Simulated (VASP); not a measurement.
# V2F (P-3m1) in VASP: a series of runs

V2F is run at these levels: PBE; tasks: single point.

Everything below comes from runs of VASP 6.6.1. Logs are shortened: lines on timing, memory, paths and dates and some standing lists are left out, and cuts for length are marked.

## (1) The cell of the first run

The structure is trigonal, space group P-3m1 (No. 164). The conventional cell has a = 2.985 Å, b = 2.985 Å, c = 4.874 Å, α = 90.00°, β = 90.00°, γ = 120.00°. Within 2.8 Å of F (site symmetry -3m) lie 6 V at 2.11 Å. Within 2.8 Å of V (site symmetry 3m) lie 3 F at 2.11 Å.

## (2) Single point, PBE, collinear spin, antiferromagnetic start

File INCAR:

```
PREC = Accurate
ENCUT = 600
EDIFF = 1E-6
ISMEAR = -1
SIGMA = 0.05
LREAL = False
LASPH = True
NELM = 200
ALGO = Normal
ISIF = 2
LWAVE = False
LCHARG = False
ISPIN = 2
MAGMOM = 0 1 -1
LORBIT = 11
LMAXMIX = 4
GGA = PE
NBANDS = 28
GGA_COMPAT = False
```

File KPOINTS:

```
Automatic mesh
0
Gamma
  7 7 4
```

File POSCAR:

```
V2F
1.0
    2.9849730000      0.0000000000      0.0000000000
   -1.4924870000      2.5850630000      0.0000000000
    0.0000000000      0.0000000000      4.8744410000
F V
1 2
Direct
    0.0000000000      0.0000000000      0.0000000000
    0.3333330000      0.6666670000      0.2500000000
    0.6666670000      0.3333330000      0.7500000000
```

Potentials or basis: VASP PAW PBE potentials, release 64 (F, V_sv).

On the command line:

```
cat potpaw_PBE.64/F/POTCAR potpaw_PBE.64/V_sv/POTCAR > POTCAR
mpirun -np 1 vasp_std > vasp.out
```

OUTCAR:

```text
PREC = Accurate
   ENCUT = 600
   EDIFF = 1E-6
   ISMEAR = -1
   LREAL = False
   LASPH = True
   NELM = 200
   ISIF = 2
   ISPIN = 2
   LORBIT = 11
   GGA = PE

 ion  position               nearest neighbor table
   1  0.000  0.000  0.000-   2 2.11   3 2.11   3 2.11   2 2.11   3 2.11   2 2.11
   2  0.333  0.667  0.250-   1 2.11   1 2.11   1 2.11
   3  0.667  0.333  0.750-   1 2.11   1 2.11   1 2.11

  LATTYP: Found a hexagonal cell.
 ALAT       =     2.9849730000
 C/A-ratio  =     1.6329933303

  Lattice vectors:

 A1 = (   2.9849730000,   0.0000000000,   0.0000000000)
 A2 = (  -1.4924870000,   2.5850630000,   0.0000000000)
 A3 = (   0.0000000000,   0.0000000000,   4.8744410000)

Analysis of symmetry for initial positions (statically):
=====================================================================
 Subroutine PRICEL returns:
 Original cell was already a primitive cell.

 Routine SETGRP: Setting up the symmetry group for a
 hexagonal supercell.

 Subroutine GETGRP returns: Found 12 space group operations
 (whereof 12 operations were pure point group operations)
 out of a pool of 24 trial point group operations.

The static configuration has the point symmetry D_3d.

Analysis of symmetry for dynamics (positions and initial velocities):
=====================================================================
 Subroutine PRICEL returns:
 Original cell was already a primitive cell.

 Routine SETGRP: Setting up the symmetry group for a
 hexagonal supercell.

 Subroutine GETGRP returns: Found 12 space group operations
 (whereof 12 operations were pure point group operations)
 out of a pool of 24 trial point group operations.

The dynamic configuration has the point symmetry D_3d.

Analysis of structural, dynamic, and magnetic symmetry:
=====================================================================
 Subroutine PRICEL returns:
 Original cell was already a primitive cell.

 Routine SETGRP: Setting up the symmetry group for a
 hexagonal supercell.

 Subroutine GETGRP returns: Found 12 space group operations
 (whereof 12 operations were pure point group operations)
 out of a pool of 24 trial point group operations.

The overall configuration has the point symmetry D_3d.

 Subroutine INISYM returns: Found 12 space group operations
 (whereof 12 operations are pure point group operations),
 and found     1 'primitive' translations

----------------------------------------------------------------------------------------

                                     Primitive cell

  volume of cell :      37.6129

  direct lattice vectors                    reciprocal lattice vectors
     2.984973000  0.000000000  0.000000000     0.335011405  0.193418949  0.000000000
    -1.492487000  2.585063000  0.000000000     0.000000000  0.386837768  0.000000000
     0.000000000  0.000000000  4.874441000     0.000000000  0.000000000  0.205151729

  length of vectors
     2.984973000  2.984973728  4.874441000     0.386837862  0.386837768  0.205151729

  position of ions in fractional coordinates (direct lattice)
     0.000000000  0.000000000  0.000000000
     0.333333000  0.666667000  0.250000000
     0.666667000  0.333333000  0.750000000

  ion indices of the primitive-cell ions
   primitive index   ion index
                 1           1
                 2           2
                 3           3

----------------------------------------------------------------------------------------

 KPOINTS: Automatic mesh

Automatic generation of k-mesh.
 Grid dimensions read from file:
 generate k-points for:    7    7    4

 Generating k-lattice:

  Cartesian coordinates                     Fractional coordinates (reciprocal lattice)
     0.047858772  0.027631278  0.000000000     0.142857143 -0.000000000  0.000000000
     0.000000000  0.055262538  0.000000000     0.000000000  0.142857143  0.000000000
     0.000000000  0.000000000  0.051287932     0.000000000  0.000000000  0.250000000

  Length of vectors
     0.055262552  0.055262538  0.051287932

  Shift w.r.t. Gamma in fractional coordinates (k-lattice)
     0.000000000  0.000000000  0.000000000

 Subroutine IBZKPT returns following result:
 ===========================================

 Found     28 irreducible k-points:

 Following reciprocal coordinates:
            Coordinates               Weight
  0.000000  0.000000  0.000000      1.000000
  0.142857 -0.000000  0.000000      6.000000
  0.285714  0.000000  0.000000      6.000000
  0.428571 -0.000000  0.000000      6.000000
  0.142857  0.142857  0.000000      6.000000
  0.285714  0.142857  0.000000     12.000000
[... 16 lines left out ...]
  0.285714  0.000000  0.500000      6.000000
  0.428571 -0.000000  0.500000      6.000000
 [... further k-points ...]
   k-points           NKPTS =     28   k-points in BZ     NKDIM =     28   number of bands    NBANDS=     28
   number of dos      NEDOS =    301   number of ions     NIONS =      3
   total plane-waves  NPLWV =  23040
   dimension x,y,z NGX =    24 NGY =   24 NGZ =   40
   dimension x,y,z NGXF=    48 NGYF=   48 NGZF=   80
   ions per type =               1   2
   NGX,Y,Z   is equivalent  to a cutoff of  13.37, 13.37, 13.64 a.u.
   NGXF,Y,Z  is equivalent  to a cutoff of  26.73, 26.73, 27.28 a.u.
 SYSTEM =  unknown system
   PREC   = accura    normal or accurate (medium, high low for compatibility)
   ISTART =      0    job   : 0-new  1-cont  2-samecut
   ICHARG =      2    charge: 1-file 2-atom 10-const
   ISPIN  =      2    spin polarized calculation?
   LNONCOLLINEAR =      F non collinear calculations
   LSORBIT =      F    spin-orbit coupling
   LASPH  =      T    aspherical Exc in radial PAW
   ENCUT  =  600.0 eV  44.10 Ry    6.64 a.u.   5.96  5.96  9.74*2*pi/ulx,y,z
   NELM   =    200;   NELMIN=  2; NELMDL= -5     # of ELM steps
   EDIFF  = 0.1E-05   stopping-criterion for ELM
   LREAL  =      F    real-space projection
   EDIFFG = 0.1E-04   stopping-criterion for IOM
   NSW    =      0    number of steps for IOM
   IBRION =     -1    ionic relax: 0-MD 1-quasi-New 2-CG
   NFREE  =      0    steps in history (QN), initial steepest desc. (CG)
   ISIF   =      2    stress and relaxation
   ISYM   =      2    0-nonsym 1-usesym 2-fastsym
   POTIM  = 0.5000    time-step for ionic-motion
   TEBEG  =    0.0;   TEEND  =   0.0 temperature during run
   PSTRESS=    0.0 pullay stress
   NELECT =      33.0000    total number of electrons
   NUPDOWN=      -1.0000    fix difference up-down
   EMIN   =  10.00;   EMAX   =-10.00  energy-range for DOS
   EFERMI =   0.00;   METHOD = LEGACY
   ISMEAR =    -1;   SIGMA  =   0.05  broadening in eV -4-tet -1-fermi 0-gaus
   EFERMI_NEDOS =   21; number of points for ismear=-14 and -15
   IALGO  =     38    algorithm
   IMIX   =      4    mixing-type and parameters
     AMIX     =   0.40;   BMIX     =  1.00
     AMIX_MAG =   1.60;   BMIX_MAG =  1.00
  volume/ion in A,a.u.               =      12.54        84.61
  Fermi-wavevector in a.u.,A,eV,Ry     =   1.567235  2.961644 33.418963  2.456224
  Thomas-Fermi vector in A             =   2.669445
   LORBIT       =     11    0 simple, 1 ext, 2 COOP (PROOUT), +10 PAW based schemes
   GGA     = PE    functional components
   LHFCALC =     F    Hartree Fock is set to
   AEXX    =    0.0000 exact exchange contribution
   IVDW    =     0    specifies the selected vdW correction
   LEPSILON=     F    determine dielectric tensor
   LRPA    =     F    only Hartree local field effects (RPA)
 spin polarized calculation
  energy-cutoff  :      600.00
  volume of cell :       37.61
 maximum number of plane-waves:      1280
   NGX = 11   NGY = 11   NGZ = 19

 number of electron      33.0000002 magnetization      -0.0000000

 number of electron      33.0000002 magnetization       0.0000000

 Free energy of the ion-electron system (eV)
  ---------------------------------------------------
  ext. energy  EPLUGINS =         0.00000000
  ---------------------------------------------------
  free energy    TOTEN  =       -20.02458369 eV

  energy without entropy =      -19.98321758  energy(sigma->0) =      -20.00390063

 E-fermi :   9.1457     XC(G=0): -12.0957

 val. band max:        9.1424418317   @ k =   0.2857   0.0000   0.2500
 cond. band min:       9.1512718959   @ k =   0.2857   0.1429   0.2500
 fundamental gap:      0.0088300642
 Fermi energy:         9.1456619827

 spin component 1

 k-point     1 :       0.0000    0.0000    0.0000
  band No.  band energies     occupation
      1     -56.0149      1.00000
      2     -54.9765      1.00000
      3     -29.9541      1.00000
      4     -29.7602      1.00000
      5     -29.7602      1.00000
      6     -28.8341      1.00000
[... 20 lines left out ...]
     27      24.6575      0.00000
     28      24.6576      0.00000
[... 683 lines left out ...]
 k-point    24 :       0.4286   -0.0000    0.5000
  band No.  band energies     occupation
      1     -55.9819      1.00000
      2     -54.9438      1.00000
      3     -30.0390      1.00000
      4     -29.8635      1.00000
      5     -29.8175      1.00000
      6     -29.0155      1.00000
[... 20 lines left out ...]
     27      21.6280      0.00000
     28      22.0108      0.00000

 [... further k-points ...]

 spin component 2

 k-point     1 :       0.0000    0.0000    0.0000
  band No.  band energies     occupation
      1     -56.0149      1.00000
      2     -54.9765      1.00000
      3     -29.9541      1.00000
      4     -29.7602      1.00000
      5     -29.7602      1.00000
      6     -28.8341      1.00000
[... 20 lines left out ...]
     27      24.6575      0.00000
     28      24.6576      0.00000
[... 683 lines left out ...]
 k-point    24 :       0.4286   -0.0000    0.5000
  band No.  band energies     occupation
      1     -55.9819      1.00000
      2     -54.9438      1.00000
      3     -30.0390      1.00000
      4     -29.8635      1.00000
      5     -29.8175      1.00000
      6     -29.0155      1.00000
[... 20 lines left out ...]
     27      21.6280      0.00000
     28      22.0108      0.00000

 [... further k-points ...]

------------------------ aborting loop because EDIFF is reached ----------------------------------------

  FORCE on cell =-STRESS in cart. coord.  units (eV):
  Direction    XX          YY          ZZ          XY          YZ          ZX
  --------------------------------------------------------------------------------------
  -------------------------------------------------------------------------------------
  Total        1.1341706      1.1341711     -1.2398476     -0.0000002      0.0000000      0.0000000
  in kB       48.3117342     48.3117548    -52.8132040     -0.0000093      0.0000000      0.0000000
  external PRESSURE =      14.6034284 kB  Pullay stress =       0.0000000 kB

 VOLUME and BASIS-vectors are now :
 -----------------------------------------------------------------------------
  energy-cutoff  :      600.00
  volume of cell :       37.61
      direct lattice vectors                 reciprocal lattice vectors
     2.984973000  0.000000000  0.000000000     0.335011405  0.193418949  0.000000000
    -1.492487000  2.585063000  0.000000000     0.000000000  0.386837768  0.000000000
     0.000000000  0.000000000  4.874441000     0.000000000  0.000000000  0.205151729

 POSITION                                       TOTAL-FORCE (eV/Angst)
 -----------------------------------------------------------------------------------
      0.00000      0.00000      0.00000        -0.000000      0.000000      0.000000
     -0.00000      1.72338      1.21861        -0.000000      0.000000      2.672573
      1.49249      0.86169      3.65583         0.000000     -0.000000     -2.672573
 -----------------------------------------------------------------------------------
    total drift:                                0.000000     -0.000000      0.000000

  FREE ENERGIE OF THE ION-ELECTRON SYSTEM (eV)
  ---------------------------------------------------
  free  energy   TOTEN  =       -20.0245836891 eV

  energy  without entropy=      -19.9832175789  energy(sigma->0) =      -20.00390063

 total charge

# of ion       s       p       d       tot
------------------------------------------
    1        1.743   4.396   0.000   6.139
    2        2.222   6.125   3.070  11.416
    3        2.222   6.125   3.070  11.416
--------------------------------------------------
tot          6.187  16.645   6.139  28.971

 magnetization (x)

# of ion       s       p       d       tot
------------------------------------------
    1        0.000   0.000   0.000   0.000
    2        0.011   0.006   1.031   1.048
    3       -0.011  -0.006  -1.031  -1.048
--------------------------------------------------
tot          0.000   0.000   0.000   0.000
```

Wall time 66 s (1 thread of AMD EPYC 9R45 (Zen 5), shared host); peak memory 0.18 GiB.

What came out:

```yaml
Free_energy: -20.0246 eV
Pressure: 1.5 GPa
Largest_force: 2.673 eV/Å
Net_moment: 0.00 μB per cell
Site_moments: F +0.00; V +1.05, -1.05 μB
Valence_electrons_inside_the_program's_atomic_spheres: F 6.14; V 11.42
```

Forces in eV/Å, atoms in the order of the input:
```
F    0.000  0.000  0.000
V    0.000  0.000  2.673
V    0.000  0.000 -2.673
```

Levels at points of the mesh, in eV from the Fermi level:
Spin up:
| k point | band 13 | band 14 | band 15 | band 16 | band 17 | band 18 | band 19 | band 20 |
| --- | --- | --- | --- | --- | --- | --- | --- | --- |
| (0.00, 0.00, 0.00) | -4.84 | -1.66 | -0.68 | -0.68 | -0.63 | -0.06 | -0.06 | 0.53 |
| (0.00, 0.00, 0.50) | -3.35 | -2.29 | -0.89 | -0.89 | -0.59 | -0.01 | 0.52 | 0.52 |
Spin down:
| k point | band 14 | band 15 | band 16 | band 17 | band 18 | band 19 |
| --- | --- | --- | --- | --- | --- | --- |
| (0.00, 0.00, 0.00) | -1.66 | -0.68 | -0.68 | -0.63 | -0.06 | -0.06 |
| (0.00, 0.00, 0.50) | -2.29 | -0.89 | -0.89 | -0.59 | -0.01 | 0.52 |

Caveat: forces of over 1 eV/Å act on the atoms, so gaps and moduli don't describe the material at rest. With open d or f shells a metallic result of PBE can be an artefact of self-interaction; +U or a hybrid may open a gap.

## (3) Single point, PBE, collinear spin, antiferromagnetic start

File INCAR:

```
  ALGO = Normal
  EDIFF = 1E-6
  ENCUT = 600
  GGA = PE
  GGA_COMPAT = F
  ISIF = 2
  ISMEAR = -1
  ISPIN = 2
  LASPH = T
  LCHARG = F
  LMAXMIX = 4
  LORBIT = 11
  LREAL = F
  LWAVE = F
  MAGMOM = 0 3 -3
  NBANDS = 28
  NELM = 200
  PREC = Accurate
  SIGMA = 0.05
```

File KPOINTS:

```
k-points
0
Gamma
  7 7 4
```

POSCAR is that of step 2.

Potentials or basis: VASP PAW PBE potentials, release 64 (F, V_sv).

On the command line:

```
cat potpaw_PBE.64/F/POTCAR potpaw_PBE.64/V_sv/POTCAR > POTCAR
mpirun -np 1 vasp_std > vasp.out
```

Wall time 45 s (1 thread of AMD EPYC 9R45 (Zen 5), shared host); peak memory 0.17 GiB.

Results (log left out):

```yaml
Free_energy: -20.0246 eV
Pressure: 1.4 GPa
Largest_force: 2.672 eV/Å
Net_moment: 0.00 μB per cell
Site_moments: F +0.00; V +1.05, -1.05 μB
Valence_electrons_inside_the_program's_atomic_spheres: F 6.14; V 11.42
```

Forces in eV/Å, atoms in the order of the input:
```
F    0.000  0.000  0.000
V    0.000  0.000  2.672
V    0.000  0.000 -2.672
```

Stress tensor (GPa, compression positive):
```
 4.82  0.00  0.00
 0.00  4.82  0.00
 0.00  0.00 -5.30
```

Levels at points of the mesh, in eV from the Fermi level:
Spin up:
| k point | band 12 | band 13 | band 14 | band 15 | band 16 | band 17 | band 18 | band 19 | band 20 | band 21 |
| --- | --- | --- | --- | --- | --- | --- | --- | --- | --- | --- |
| (0.00, 0.00, 0.00) | -10.04 | -4.84 | -1.66 | -0.68 | -0.68 | -0.62 | -0.06 | -0.06 | 0.53 | 0.53 |
| (0.00, 0.00, 0.50) | -10.05 | -3.35 | -2.29 | -0.89 | -0.89 | -0.59 | -0.01 | 0.52 | 0.52 | 0.70 |
Spin down:
| k point | band 13 | band 14 | band 15 | band 16 | band 17 | band 18 | band 19 | band 20 |
| --- | --- | --- | --- | --- | --- | --- | --- | --- |
| (0.00, 0.00, 0.00) | -4.84 | -1.66 | -0.68 | -0.68 | -0.62 | -0.06 | -0.06 | 0.53 |
| (0.00, 0.00, 0.50) | -3.35 | -2.29 | -0.89 | -0.89 | -0.59 | -0.01 | 0.52 | 0.52 |

Caveat: forces of over 1 eV/Å act on the atoms, so gaps and moduli don't describe the material at rest.

## (4) Single point, PBE, collinear spin, ferromagnetic start

File INCAR:

```
SYSTEM = V2F
PREC     = Accurate       ! precision mode
ENCUT    = 600            ! plane-wave cutoff, eV
EDIFF    = 1E-6           ! SCF threshold, eV
ISMEAR   = -1             ! smearing method
SIGMA    = 0.05           ! smearing width, eV
LREAL    = .FALSE.        ! projectors in reciprocal space
LASPH    = .TRUE.         ! aspherical terms in the spheres
NELM     = 200            ! most SCF steps
ALGO     = Normal         ! electronic algorithm
ISIF     = 2              ! what is computed and relaxed
LWAVE    = .FALSE.        ! write WAVECAR
LCHARG   = .TRUE.         ! write CHGCAR
ISPIN    = 2              ! spin polarisation
MAGMOM   = 0 3 3          ! initial moments
LORBIT   = 11             ! projections on sites
LMAXMIX  = 4              ! l up to which the mixer works
GGA      = PE             ! functional
LELF     = .TRUE.         ! ELF
LVHAR    = .TRUE.       
NBANDS   = 28             ! bands
GGA_COMPAT= .FALSE.
```

File KPOINTS:

```
regular mesh
0
G
  7 7 4
  0 0 0
```

POSCAR is that of step 3.

On the command line:

```
cat potpaw_PBE.64/F/POTCAR potpaw_PBE.64/V_sv/POTCAR > POTCAR
mpirun -np 1 vasp_std > vasp.out
```

Wall time 46 s (1 thread of AMD EPYC 9R45 (Zen 5), shared host); peak memory 0.17 GiB.

Results (log left out):

* Free energy: -20.0360 eV
* Pressure: -1.0 GPa
* Largest force: 2.832 eV/Å
* Net moment: 1.43 μB per cell
* Site moments: F +0.03; V +0.65 μB
* Valence electrons inside the program's atomic spheres: F 6.14; V 11.41

Forces on the atoms (eV/Å):
```
F    0.000  0.000  0.000
V    0.000  0.000  2.832
V    0.000  0.000 -2.832
```

Stress tensor (GPa, compression positive):
```
 0.25  0.00  0.00
 0.00  0.25  0.00
 0.00  0.00 -3.46
```

Levels at points of the mesh, in eV from the Fermi level:
Spin up:
```
           k point  band 14  band 15  band 16  band 17  band 18  band 19  band 20  band 21
(0.00, 0.00, 0.00)    -1.68    -1.03    -0.68    -0.68    -0.22    -0.22    -0.19    -0.19
(0.00, 0.00, 0.50)    -2.41    -1.04    -1.04    -0.62    -0.45     0.20     0.20     0.47
```
Spin down:
```
           k point  band 14  band 15  band 16  band 17  band 18  band 19
(0.00, 0.00, 0.00)    -1.32    -0.52    -0.08    -0.08     0.37     0.37
(0.00, 0.00, 0.50)    -2.07    -0.37    -0.37    -0.12    -0.08     0.79
```

Caveat: forces of over 1 eV/Å act on the atoms, so gaps and moduli don't describe the material at rest. With open d or f shells a metallic result of PBE can be an artefact of self-interaction; +U or a hybrid may open a gap.
